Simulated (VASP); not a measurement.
A run of VASP 6.6.1 is set up as follows.

File INCAR:

```
SYSTEM = TaN
PREC     = Accurate       ! precision mode
ENCUT    = 520            ! plane-wave cutoff, eV
EDIFF    = 1E-8           ! SCF threshold, eV
ISMEAR   = -1             ! smearing method
SIGMA    = 0.15           ! smearing width, eV
LREAL    = .False.        ! projectors in reciprocal space
LASPH    = .True.         ! aspherical terms in the spheres
NELM     = 100            ! most SCF steps
ALGO     = Normal         ! electronic algorithm
ISIF     = 2              ! what is computed and relaxed
LWAVE    = .False.        ! write WAVECAR
LCHARG   = .False.        ! write CHGCAR
GGA      = CA             ! functional
NBANDS   = 15             ! bands
IBRION   = 8              ! ionic algorithm
NSW      = 1              ! ionic steps
```

KPOINTS

```
regular mesh
0
Gamma
  18 18 14
  0 0 0
```

POSCAR

```
TaN
1.0
    2.8962744801      0.0000000000      0.0000000000
   -1.4481372401      2.5082472761      0.0000000000
    0.0000000000      0.0000000000      2.8423998627
Ta N
1 1
Direct
    0.3333333333      0.6666666667      0.5000000000
    0.0000000000      0.0000000000      0.0000000000
```

Potentials or basis: VASP PAW LDA potentials, release 64 (Ta_pv, N).

Launch:

```sh
$ cat potpaw_LDA.64/Ta_pv/POTCAR potpaw_LDA.64/N/POTCAR > POTCAR
$ mpirun -np 1 vasp_std > vasp.out
```

(1) Estimate the highest phonon frequency at Γ.

## Answers

(1) 586 cm⁻¹.

Caveat: the cell stands under pressure or tension, which shifts response properties.
